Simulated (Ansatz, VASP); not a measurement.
# One calculation of RbCl, two programs

```
Rb Cl
1.0
     0.00000    3.27400    3.27400
     3.27400    0.00000    3.27400
     3.27400    3.27400    0.00000
Rb Cl
1 1
Direct
  0.00000 0.00000 0.00000
  0.50000 0.50000 0.50000
```

Alike in both runs: functional PBE; k mesh 7 × 7 × 7; occupations fermi-dirac, width 0.02 eV; no spin polarisation.

Ansatz relaxed the structure, and its values are those at the end. VASP's run is a single point on that final structure, the one shown.

|  | VASP | Ansatz |
| --- | --- | --- |
| version | VASP 6.6.1 | Ansatz 0.2.0 |
| potentials or method | VASP PAW PBE potentials, release 64 (Rb_sv, Cl) | plane-wave PAW, scalar-relativistic |
| plane-wave cutoff (eV) | 500 | 420 |
| valence electrons in the cell | 16 | 16 |

```tsv
	VASP	Ansatz	Ansatz less VASP
gap on the k mesh at the Fermi level (eV)	5.05	5.05	+0.003
pressure (GPa)	1.2	1.2	0.00
```

Ansatz's warnings: stress scf threshold loose.
